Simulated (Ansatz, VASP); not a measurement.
**Co: VASP beside Ansatz**

File INCAR:

```
PREC = Accurate
ENCUT = 600
EDIFF = 1E-6
ISMEAR = -1
SIGMA = 0.1
LREAL = F
LASPH = T
NELM = 80
ALGO = Normal
ISIF = 3
LWAVE = F
LCHARG = F
GGA = RE
IBRION = 2
NSW = 80
EDIFFG = -0.01
```

KPOINTS

```
Automatic mesh
0
Gamma
  15 15 15
```

File POSCAR:

```
Co
1.0
    0.0000000000      1.7691019796      1.7691019796
    1.7691019796      0.0000000000      1.7691019796
    1.7691019796      1.7691019796      0.0000000000
Co
1
Direct
    0.0000000000      0.0000000000      0.0000000000
```

Input for Ansatz:

```yaml
crystal:
  lattice:
    - [0.0, 1.7691019796, 1.7691019796]
    - [1.7691019796, 0.0, 1.7691019796]
    - [1.7691019796, 1.7691019796, 0.0]
  atoms:
    - { symbol: Co, position: [0.0, 0.0, 0.0] }
hamiltonian:
  xc: revpbe
  pseudopotentials:
    kind: paw
    azcp:
      Co: "pseudopotentials/Co.paw.azcp"
basis:
  ecutwfc: 420
  fft_grid_basis: typed
kpoints:
  mp_grid: { grid: [15, 15, 15], shift: [0, 0, 0] }
magnetization:
  spin_polarized: false
scf:
  occupations: { method: fermi_dirac, width: 0.1 }
relax:
  max_steps: 60
  f_tol: 0.01
  cell: {}
output:
  write_density: true
  write_potential: true
  elf: true
  volumetric_format: npy
```

Alike in both runs: task relaxation of cell and atoms; functional revPBE; k mesh 15 × 15 × 15; occupations fermi-dirac, width 0.1 eV; no spin polarisation.

```csv
,VASP,Ansatz
version,VASP 6.6.1,Ansatz 0.2.0
potentials or method,"VASP PAW PBE potentials, release 64 (Co), cutoff 600 eV","plane waves (420 eV) with PAW, scalar-relativistic"
valence electrons in the cell,9,17
```

```csv
,VASP,Ansatz,Ansatz less VASP
relaxed volume (Å³/atom),10.49,10.51,+0.026
relaxed cell length with the largest relative difference (Å),2.457,2.459,+0.0021
```

VASP's potentials were made for PBE, not for revPBE. VASP's potentials hold 9 valence electrons a cell and Ansatz's 17, so a difference there can come from the potentials and not from the codes.
